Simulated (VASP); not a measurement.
## CO2: single point with r2SCAN+rVV10

Crystal: CO2.

```
CELL_PARAMETERS angstrom
5.44208 0.00000 0.00000
0.00000 5.44208 0.00000
0.00000 0.00000 5.44208
ATOMIC_POSITIONS crystal
C 0.00000 0.00000 0.00000
C 0.50000 0.00000 0.50000
C 0.50000 0.50000 0.00000
C 0.00000 0.50000 0.50000
O 0.12309 0.12309 0.12309
O 0.37691 0.87691 0.62309
O 0.62309 0.37691 0.87691
O 0.87691 0.62309 0.37691
O 0.87691 0.87691 0.87691
O 0.62309 0.12309 0.37691
O 0.37691 0.62309 0.12309
O 0.12309 0.37691 0.62309
```

| Item | Value |
| --- | --- |
| Program | VASP 6.6.1 |
| Task | single point |
| Functional | r2SCAN |
| Dispersion | rVV10 |
| Potentials or basis | VASP PAW PBE potentials, release 64 (C, O) |
| Cutoff | 520 eV |
| k mesh | 6 × 6 × 6 |
| Occupations | fermi-dirac, width 0.03 eV |
| Spin | no spin polarisation |
| Dipole correction | no |
| Further INCAR settings | ALGO = Normal; EDIFF = 1e-06; NBANDS = 44 |

* Pressure: 2.0 GPa
* Largest force: 0.789 eV/Å
* Band gap on the k mesh: 7.48 eV

Forces on the atoms (eV/Å):
```
C    0.000  0.000  0.000
C    0.000  0.000  0.000
C    0.000  0.000  0.000
C    0.000  0.000  0.000
O    0.455  0.455  0.455
O   -0.455 -0.455  0.455
O    0.455 -0.455 -0.455
O   -0.455  0.455 -0.455
O   -0.455 -0.455 -0.455
O    0.455  0.455 -0.455
O   -0.455  0.455  0.455
O    0.455 -0.455  0.455
```

Levels at points of the mesh, in eV from the valence-band top:
| k point | band 29 | band 30 | band 31 | band 32 | band 33 | band 34 | band 35 | band 36 |
| --- | --- | --- | --- | --- | --- | --- | --- | --- |
| (0.00, 0.00, 0.00) | -0.25 | -0.25 | 0.00 | 0.00 | 7.48 | 8.71 | 8.71 | 8.71 |
| (0.50, 0.00, 0.00) | -0.37 | -0.37 | -0.09 | -0.09 | 8.64 | 8.64 | 8.92 | 8.92 |
| (0.50, 0.50, 0.00) | -0.34 | -0.34 | -0.34 | -0.34 | 8.64 | 8.64 | 8.64 | 8.64 |
| (0.50, 0.50, 0.50) | -0.39 | -0.39 | -0.39 | -0.39 | 8.63 | 8.63 | 8.63 | 8.63 |

Run time: 5.2 min on 1 thread of Intel(R) Xeon(R) 6975P-C (Granite Rapids), with other jobs on the host, peak memory 0.55 GiB.

Caveat: the PAW data sets were made with another functional, which shifts forces and pressure a little. A k mesh can miss the band edges.
